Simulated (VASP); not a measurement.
Runs of VASP 6.6.1 on Os. The structure is that of space group Fd-3m (No. 227), or close to it. The cells are those of the table. This isn't the form of Os at room conditions, which is hcp.

```tsv
cell	k mesh	gap on the mesh (eV)	pressure (GPa)
a = 4.098 Å, angles 60.0°, 2 atoms	11 × 11 × 11	none	-17.6
a = 3.946 Å, angles 60.0°, 2 atoms	16 × 16 × 16	none	(a)
a = 3.838 Å, angles 60.0°, 2 atoms	11 × 11 × 11	none	(b)
a = 3.781 Å, angles 60.0°, 2 atoms	11 × 11 × 11	none	31.6
a = 3.998 Å, angles 60.0°, 2 atoms	11 × 11 × 11	none	-7.9
```

Alike in all rows: task single point; level RPBE; potentials or basis VASP PAW PBE potentials, release 64 (Os); no spin polarisation; cutoff (eV) 520; smearing fermi-dirac 0.1 eV.

Task: Fill in the values left out.

Result: (a) -1.1; (b) 18.2.

Caveats: the PAW data sets were made with another functional, which shifts forces and pressure a little; spin-orbit coupling is left out, which moves the levels of the heavy elements; the cell stands under tension (at least some runs); the cell stands under pressure (at least some runs).

A k mesh can miss the band edges, and the runs leave out spin-orbit coupling on Os.

A gap of «none» marks levels without a gap at the run's occupations.
